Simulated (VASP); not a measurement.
Set up this calculation in VASP 6.6.1, as the native input.

* Task: single point
* Functional: LDA
* Potentials or basis: VASP PAW LDA potentials, release 64 (Hf_pv, O)
* Cutoff: 520 eV
* k mesh: 6 × 6 × 8
* Occupations: gaussian, width 0.05 eV
* Spin: no spin polarisation
* Dipole correction: no
* Further INCAR settings: ALGO = Normal; EDIFF = 1e-06; NBANDS = 31

The structure of HfO2 lies in POSCAR:

```
HfO2
1.0
    4.7888991444      0.0000000000      0.0000000000
    0.0000000000      4.7888991444      0.0000000000
    0.0000000000      0.0000000000      3.1858186407
Hf O
2 4
Direct
    0.0000000000      0.0000000000     -0.0051993692
    0.5000000000      0.5000000000      0.5051993692
    0.1951075730      0.8048924270      0.5706254892
    0.3048924270      0.3048924270     -0.0706254892
    0.6951075730      0.6951075730     -0.0706254892
    0.8048924270      0.1951075730      0.5706254892
```

This cell differs from its parent crystal: mode 12 (423.5 1/cm) frozen in, largest displacement +0.225 Å.

These files were run (other wordings do the same):

INCAR

```
PREC = Accurate
ENCUT = 520
EDIFF = 1E-6
ISMEAR = 0
SIGMA = 0.05
LREAL = F
LASPH = T
NELM = 100
ALGO = Normal
ISIF = 2
LWAVE = F
LCHARG = F
NBANDS = 31
```

KPOINTS

```
regular mesh
0
Gamma
  6 6 8
```

Potentials or basis: VASP PAW LDA potentials, release 64 (Hf_pv, O).

Launch:

```bash
$ cat potpaw_LDA.64/Hf_pv/POTCAR potpaw_LDA.64/O/POTCAR > POTCAR
$ mpirun -np 1 vasp_std > vasp.out
```

Results of the run:

- Pressure: 7.8 GPa
- Largest force: 2.775 eV/Å
- Band gap on the k mesh: 3.94 eV, indirect (least direct gap 4.25 eV)

Caveat: the cell differs from its parent crystal (mode 12 (423.5 1/cm) frozen in, largest displacement +0.225 Å); spin-orbit coupling is left out, which moves the levels of the heavy elements; forces of over 1 eV/Å act on the atoms, so gaps and moduli don't describe the material at rest.

It took 51 s on 1 thread of AMD EPYC 9R45 96-Core Processor (Zen 5) (shared host), peak memory 0.18 GiB.
